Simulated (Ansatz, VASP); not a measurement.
## Two plane-wave programs on LiF

```
Li F
1.0
     3.08081    0.00000    0.00000
    -1.54041    2.66806    0.00000
     0.00000    0.00000    5.45026
Li F
2 2
Direct
  0.33333 0.66667 0.38107
  0.66667 0.33333 0.88107
  0.33333 0.66667 0.99393
  0.66667 0.33333 0.49393
```

Alike in both runs: task single point; functional PBE; k mesh 9 × 9 × 6; occupations gaussian, width 0.05 eV; no spin polarisation.

|  | VASP | Ansatz |
| --- | --- | --- |
| version | VASP 6.6.1 | Ansatz 0.2.0 |
| potentials or method | VASP PAW PBE potentials, release 64 (Li_sv, F), cutoff 520 eV | scalar-relativistic, plane waves, PAW |
| valence electrons in the cell | 20 | 20 |

VASP gave:

```
gap on the k mesh at the Fermi level (eV) : 7.23
least direct gap on the mesh (eV)         : 7.23
rms of the force components (eV/Å)        : 0.074
```

**Question.** Estimate Ansatz's values.

**Answer.** gap on the k mesh at the Fermi level (eV): 7.24; least direct gap on the mesh (eV): 7.24; rms of the force components (eV/Å): 0.067.

Atom by atom the forces differ by 0.007 eV/Å (rms over components). With one functional, cell and mesh, what is left measures potentials, basis and numerics.

Noted on VASP's run: the cutoff is short for stress, so the pressure is rough.
